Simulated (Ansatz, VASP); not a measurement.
# Ir: VASP beside Ansatz

The input INCAR:

```
ALGO = Normal
EDIFF = 1E-6
ENCUT = 500
GGA = PS
GGA_COMPAT = False
ISIF = 2
ISMEAR = -1
LASPH = True
LCHARG = False
LREAL = False
LWAVE = False
NBANDS = 10
NELM = 120
PREC = Accurate
SIGMA = 0.05
```

KPOINTS

```
k-points
0
Gamma
  15 15 15
```

The input POSCAR:

```
Ir
1.0
    0.0000000000      1.9260777877      1.9260777877
    1.9260777877      0.0000000000      1.9260777877
    1.9260777877      1.9260777877      0.0000000000
Ir
1
Direct
    0.0000000000      0.0000000000      0.0000000000
```

Input for Ansatz:

```yaml
crystal:
  lattice:
    - [0.0, 1.9260777877, 1.9260777877]
    - [1.9260777877, 0.0, 1.9260777877]
    - [1.9260777877, 1.9260777877, 0.0]
  atoms:
    - { symbol: Ir, position: [0.0, 0.0, 0.0] }
kpoints:
  mp_grid: { grid: [15, 15, 15] }
  band_path:
    path:
      - [0.0, 0.0, 0.0]
      - [0.5, 0.0, 0.5]
      - [0.625, 0.25, 0.625]
      - [0.375, 0.375, 0.75]
      - [0.0, 0.0, 0.0]
      - [0.5, 0.5, 0.5]
      - [0.5, 0.25, 0.75]
      - [0.5, 0.0, 0.5]
    npoints: 5
scf:
  occupations: { method: fermi_dirac, width: 0.05 }
hamiltonian:
  xc: pbesol
  pseudopotentials: { kind: all_electron, lapw: { basis_error: 0.0005 } }
output:
  forces: true
  stress: true
  eigenvalues: true
```

Change from the starting cell: volume scaled by 1.01.

Alike in both runs: task single point; functional PBEsol; k mesh 15 × 15 × 15; occupations fermi-dirac, width 0.05 eV; no spin polarisation.

|  | VASP | Ansatz |
| --- | --- | --- |
| version | VASP 6.6.1 | Ansatz 0.2.0 |
| potentials or method | VASP PAW PBE potentials, release 64 (Ir), cutoff 500 eV | all-electron LAPW, scalar-relativistic |

```csv
,VASP,Ansatz,Ansatz less VASP
pressure (GPa),-5.6,-6.4,-0.87
```

VASP's potentials were made for PBE, not for PBEsol. Ansatz ran all-electron here, and VASP with PAW potentials.

Spin-orbit coupling is off throughout.
